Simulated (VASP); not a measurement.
# TiGaO (Pmmn) in VASP: single point with PBE

Aim: the single point of TiGaO with PBE.

Program: VASP 6.6.1. These are calculated values, not measurements. Logs are shortened: lines on timing, memory, paths and dates and some standing lists are left out, and cuts for length are marked.

## Step 1: The cell of the first run

It takes space group Pmmn (No. 59, orthorhombic). Conventional cell: a = 3.146 Å, b = 3.416 Å, c = 7.695 Å, α = 90.00°, β = 90.00°, γ = 90.00°. Ti (site symmetry mm2) has 4 O at 1.76 to 2.03 Å and 2 Ga at 2.30 Å within 2.3 Å. Within 2.3 Å of O (site symmetry mm2) lie 4 Ti at 1.76 to 2.03 Å. Within 3.0 Å of Ga (site symmetry mm2) lie 2 Ti at 2.30 Å and 1 O at 2.95 Å.

## Step 2: Single point, PBE

The input, INCAR:

```
SYSTEM = TiGaO
ALGO = Normal
EDIFF = 1E-6
ENCUT = 520
GGA = PE
ISIF = 2
ISMEAR = -1
LASPH = .TRUE.
LCHARG = .FALSE.
LREAL = .FALSE.
LWAVE = .FALSE.
NBANDS = 40
NELECT = 64.0
NELM = 60
PREC = Accurate
SIGMA = 0.1
```

The input, KPOINTS:

```
k-points
0
G
  5 6 3
  0 0 0
```

The input, POSCAR:

```
TiGaO
1.0
    3.4164740000      0.0000000000      0.0000000000
    0.0000000000      3.1458270000      0.0000000000
    0.0000000000      0.0000000000      7.6945100000
Ti O Ga
2 2 2
Direct
    0.2500000000      0.7500000000      0.1108000000
    0.7500000000      0.2500000000      0.8892000000
    0.2500000000      0.2500000000      0.9450000000
    0.7500000000      0.7500000000      0.0550000000
    0.2500000000      0.2500000000      0.3280000000
    0.7500000000      0.7500000000      0.6720000000
```

Potentials or basis: VASP PAW PBE potentials, release 64 (Ti_sv, O, Ga_d).

Launch:

```console
$ cat potpaw_PBE.64/Ti_sv/POTCAR potpaw_PBE.64/O/POTCAR potpaw_PBE.64/Ga_d/POTCAR > POTCAR
$ mpirun -np 1 vasp_std > vasp.out
```

OUTCAR:

```text
SYSTEM = TiGaO
   EDIFF = 1E-6
   ENCUT = 520
   GGA = PE
   ISIF = 2
   ISMEAR = -1
   LASPH = .TRUE.
   LREAL = .FALSE.
   NELECT = 64.0
   NELM = 60
   PREC = Accurate

 ion  position               nearest neighbor table
   1  0.250  0.750  0.111-   4 1.76   4 1.76   3 2.03   3 2.03   5 2.30   5 2.30   2 2.88   2 2.88
                             2 2.88   2 2.88
   2  0.750  0.250  0.889-   3 1.76   3 1.76   4 2.03   4 2.03   6 2.30   6 2.30   1 2.88   1 2.88
                             1 2.88   1 2.88
   3  0.250  0.250  0.945-   2 1.76   2 1.76   1 2.03   1 2.03
   4  0.750  0.750  0.055-   1 1.76   1 1.76   2 2.03   2 2.03
   5  0.250  0.250  0.328-   1 2.30   1 2.30
   6  0.750  0.750  0.672-   2 2.30   2 2.30

  LATTYP: Found a simple orthorhombic cell.
 ALAT       =     3.1458270000
 B/A-ratio  =     1.0860336567
 C/A-ratio  =     2.4459418779

  Lattice vectors:

 A1 = (   0.0000000000,  -3.1458270000,   0.0000000000)
 A2 = (   3.4164740000,   0.0000000000,   0.0000000000)
 A3 = (   0.0000000000,   0.0000000000,   7.6945100000)

Analysis of symmetry for initial positions (statically):
=====================================================================
 Subroutine PRICEL returns:
 Original cell was already a primitive cell.

 Routine SETGRP: Setting up the symmetry group for a
 simple orthorhombic supercell.

 Subroutine GETGRP returns: Found  8 space group operations
 (whereof  2 operations were pure point group operations)
 out of a pool of  8 trial point group operations.

The static configuration has the point symmetry S_2 .
 The point group associated with its full space group is D_2h.

Analysis of symmetry for dynamics (positions and initial velocities):
=====================================================================
 Subroutine PRICEL returns:
 Original cell was already a primitive cell.

 Routine SETGRP: Setting up the symmetry group for a
 simple orthorhombic supercell.

 Subroutine GETGRP returns: Found  8 space group operations
 (whereof  2 operations were pure point group operations)
 out of a pool of  8 trial point group operations.

The dynamic configuration has the point symmetry S_2 .
 The point group associated with its full space group is D_2h.

 Subroutine INISYM returns: Found  8 space group operations
 (whereof  2 operations are pure point group operations),
 and found     1 'primitive' translations

----------------------------------------------------------------------------------------

                                     Primitive cell

  volume of cell :      82.6978

  direct lattice vectors                    reciprocal lattice vectors
     3.416474000  0.000000000  0.000000000     0.292699432  0.000000000  0.000000000
     0.000000000  3.145827000  0.000000000     0.000000000  0.317881435  0.000000000
     0.000000000  0.000000000  7.694510000     0.000000000  0.000000000  0.129962792

  length of vectors
     3.416474000  3.145827000  7.694510000     0.292699432  0.317881435  0.129962792

  position of ions in fractional coordinates (direct lattice)
     0.250000000  0.750000000  0.110800000
     0.750000000  0.250000000  0.889200000
     0.250000000  0.250000000  0.945000000
     0.750000000  0.750000000  0.055000000
     0.250000000  0.250000000  0.328000000
     0.750000000  0.750000000  0.672000000

  ion indices of the primitive-cell ions
   primitive index   ion index
                 1           1
                 2           2
                 3           3
                 4           4
                 5           5
                 6           6

----------------------------------------------------------------------------------------

 KPOINTS: k-points

Automatic generation of k-mesh.
 Grid dimensions read from file:
 generate k-points for:    5    6    3

 Generating k-lattice:

  Cartesian coordinates                     Fractional coordinates (reciprocal lattice)
     0.058539886  0.000000000  0.000000000     0.200000000  0.000000000  0.000000000
     0.000000000  0.052980239  0.000000000     0.000000000  0.166666667  0.000000000
     0.000000000  0.000000000  0.043320931     0.000000000  0.000000000  0.333333333

  Length of vectors
     0.058539886  0.052980239  0.043320931

  Shift w.r.t. Gamma in fractional coordinates (k-lattice)
     0.000000000  0.000000000  0.000000000

 Subroutine IBZKPT returns following result:
 ===========================================

 Found     24 irreducible k-points:

 Following reciprocal coordinates:
            Coordinates               Weight
  0.000000  0.000000  0.000000      1.000000
  0.200000  0.000000  0.000000      2.000000
  0.400000  0.000000  0.000000      2.000000
  0.000000  0.166667  0.000000      2.000000
  0.200000  0.166667  0.000000      4.000000
  0.400000  0.166667  0.000000      4.000000
[... 16 lines left out ...]
  0.200000  0.500000  0.333333      4.000000
  0.400000  0.500000  0.333333      4.000000
   k-points           NKPTS =     24   k-points in BZ     NKDIM =     24   number of bands    NBANDS=     40
   number of dos      NEDOS =    301   number of ions     NIONS =      6
   total plane-waves  NPLWV =  40320
   dimension x,y,z NGX =    28 NGY =   24 NGZ =   60
   dimension x,y,z NGXF=    56 NGYF=   48 NGZF=  120
   ions per type =               2   2   2
   NGX,Y,Z   is equivalent  to a cutoff of  13.62, 12.68, 12.96 a.u.
   NGXF,Y,Z  is equivalent  to a cutoff of  27.25, 25.37, 25.93 a.u.
 SYSTEM =  TiGaO
   PREC   = accura    normal or accurate (medium, high low for compatibility)
   ISTART =      0    job   : 0-new  1-cont  2-samecut
   ICHARG =      2    charge: 1-file 2-atom 10-const
   ISPIN  =      1    spin polarized calculation?
   LNONCOLLINEAR =      F non collinear calculations
   LSORBIT =      F    spin-orbit coupling
   LASPH  =      T    aspherical Exc in radial PAW
   ENCUT  =  520.0 eV  38.22 Ry    6.18 a.u.   6.35  5.85 14.31*2*pi/ulx,y,z
   NELM   =     60;   NELMIN=  2; NELMDL= -5     # of ELM steps
   EDIFF  = 0.1E-05   stopping-criterion for ELM
   LREAL  =      F    real-space projection
   EDIFFG = 0.1E-04   stopping-criterion for IOM
   NSW    =      0    number of steps for IOM
   IBRION =     -1    ionic relax: 0-MD 1-quasi-New 2-CG
   NFREE  =      0    steps in history (QN), initial steepest desc. (CG)
   ISIF   =      2    stress and relaxation
   ISYM   =      2    0-nonsym 1-usesym 2-fastsym
   POTIM  = 0.5000    time-step for ionic-motion
   TEBEG  =    0.0;   TEEND  =   0.0 temperature during run
   PSTRESS=    0.0 pullay stress
   NELECT =      64.0000    total number of electrons
   NUPDOWN=      -1.0000    fix difference up-down
   EMIN   =  10.00;   EMAX   =-10.00  energy-range for DOS
   EFERMI =   0.00;   METHOD = LEGACY
   ISMEAR =    -1;   SIGMA  =   0.10  broadening in eV -4-tet -1-fermi 0-gaus
   EFERMI_NEDOS =   21; number of points for ismear=-14 and -15
   IALGO  =     38    algorithm
   IMIX   =      4    mixing-type and parameters
     AMIX     =   0.40;   BMIX     =  1.00
     AMIX_MAG =   1.60;   BMIX_MAG =  1.00
  volume/ion in A,a.u.               =      13.78        93.01
  Fermi-wavevector in a.u.,A,eV,Ry     =   1.503039  2.840331 30.737269  2.259126
  Thomas-Fermi vector in A             =   2.614201
   LORBIT       =      0    0 simple, 1 ext, 2 COOP (PROOUT), +10 PAW based schemes
   GGA     = PE    functional components
   LHFCALC =     F    Hartree Fock is set to
   AEXX    =    0.0000 exact exchange contribution
   IVDW    =     0    specifies the selected vdW correction
   LEPSILON=     F    determine dielectric tensor
   LRPA    =     F    only Hartree local field effects (RPA)
 non-spin polarized calculation
  energy-cutoff  :      520.00
  volume of cell :       82.70
 maximum number of plane-waves:      2264
 NGX is ok and might be reduce to    28
   NGX = 13   NGY = 11   NGZ = 29

 number of electron      63.9999968 magnetization

 Free energy of the ion-electron system (eV)
  ---------------------------------------------------
  ext. energy  EPLUGINS =         0.00000000
  ---------------------------------------------------
  free energy    TOTEN  =       -19.76027367 eV

  energy without entropy =      -19.59969933  energy(sigma->0) =      -19.67998650

 E-fermi :   7.8921     XC(G=0): -11.6111

 val. band max:        7.8827211002   @ k =   0.2000   0.1667   0.3333
 cond. band min:       7.9344319855   @ k =   0.4000   0.5000   0.0000
 fundamental gap:      0.0517108852
 Fermi energy:         7.8920577041

 k-point     1 :       0.0000    0.0000    0.0000
  band No.  band energies     occupation
      1     -49.6849      2.00000
      2     -49.5441      2.00000
      3     -26.5966      2.00000
      4     -26.2882      2.00000
      5     -26.2504      2.00000
      6     -25.9785      2.00000
[... 32 lines left out ...]
     39      12.5911      0.00000
     40      12.7947      0.00000

 k-point     2 :       0.2000    0.0000    0.0000
  band No.  band energies     occupation
      1     -49.6667      2.00000
      2     -49.5527      2.00000
      3     -26.7438      2.00000
      4     -26.5960      2.00000
      5     -26.0648      2.00000
      6     -25.9475      2.00000
[... 32 lines left out ...]
     39      10.5567      0.00000
     40      11.6347      0.00000

 k-point     3 :       0.4000    0.0000    0.0000
  band No.  band energies     occupation
      1     -49.6238      2.00000
      2     -49.5801      2.00000
      3     -26.9468      2.00000
      4     -26.9001      2.00000
      5     -25.9315      2.00000
      6     -25.8717      2.00000
[... 853 lines left out ...]
  band No.  band energies     occupation
      1     -49.5871      2.00000
      2     -49.5871      2.00000
      3     -26.6613      2.00000
      4     -26.6613      2.00000
      5     -26.1828      2.00000
      6     -26.1828      2.00000
[... 32 lines left out ...]
     39      11.2317      0.00000
     40      11.2317      0.00000

 k-point    24 :       0.4000    0.5000    0.3333
  band No.  band energies     occupation
      1     -49.5793      2.00000
      2     -49.5793      2.00000
      3     -26.9201      2.00000
      4     -26.9201      2.00000
      5     -26.0334      2.00000
      6     -26.0334      2.00000
[... 32 lines left out ...]
     39      10.5040      0.00000
     40      10.5040      0.00000

------------------------ aborting loop because EDIFF is reached ----------------------------------------

  FORCE on cell =-STRESS in cart. coord.  units (eV):
  Direction    XX          YY          ZZ          XY          YZ          ZX
  --------------------------------------------------------------------------------------
  -------------------------------------------------------------------------------------
  Total       58.5587819     34.4441194     46.3206898      0.0000000      0.0000000      0.0000000
  in kB     1134.5109522    667.3163168    897.4115957      0.0000000      0.0000000      0.0000000
  external PRESSURE =     899.7462882 kB  Pullay stress =       0.0000000 kB

 VOLUME and BASIS-vectors are now :
 -----------------------------------------------------------------------------
  energy-cutoff  :      520.00
  volume of cell :       82.70
      direct lattice vectors                 reciprocal lattice vectors
     3.416474000  0.000000000  0.000000000     0.292699432  0.000000000  0.000000000
     0.000000000  3.145827000  0.000000000     0.000000000  0.317881435  0.000000000
     0.000000000  0.000000000  7.694510000     0.000000000  0.000000000  0.129962792

 POSITION                                       TOTAL-FORCE (eV/Angst)
 -----------------------------------------------------------------------------------
      0.85412      2.35937      0.85255        -0.000000      0.000000      0.945796
      2.56236      0.78646      6.84196         0.000000      0.000000     -0.945796
      0.85412      0.78646      7.27131         0.000000      0.000000      0.654191
      2.56236      2.35937      0.42320         0.000000     -0.000000     -0.654191
      0.85412      0.78646      2.52380         0.000000     -0.000000      4.917867
      2.56236      2.35937      5.17071         0.000000      0.000000     -4.917867
 -----------------------------------------------------------------------------------
    total drift:                                0.000000      0.000000      0.000000

  FREE ENERGIE OF THE ION-ELECTRON SYSTEM (eV)
  ---------------------------------------------------
  free  energy   TOTEN  =       -19.7602736653 eV

  energy  without entropy=      -19.5996993254  energy(sigma->0) =      -19.67998650
```

Wall time 2.2 min (1 thread of Intel Xeon 8259CL, shared host); peak memory 0.23 GiB.

What came out:

* Free energy: -19.7603 eV
* Largest force: 4.918 eV/Å

Forces in eV/Å, atoms in the order of the input:
```
Ti   0.000  0.000  0.946
Ti   0.000  0.000 -0.946
O    0.000  0.000  0.654
O    0.000  0.000 -0.654
Ga   0.000  0.000  4.918
Ga   0.000  0.000 -4.918
```

Caveat: the k points lie up to 0.37 Å⁻¹ apart, too coarse for converged energies and pressures of a metal; the cell carries a net charge on a neutralising background, which shifts energy and pressure; the cell is charged against a uniform background, so pressure and absolute levels hang on convention; forces of over 1 eV/Å act on the atoms, so gaps and moduli don't describe the material at rest.
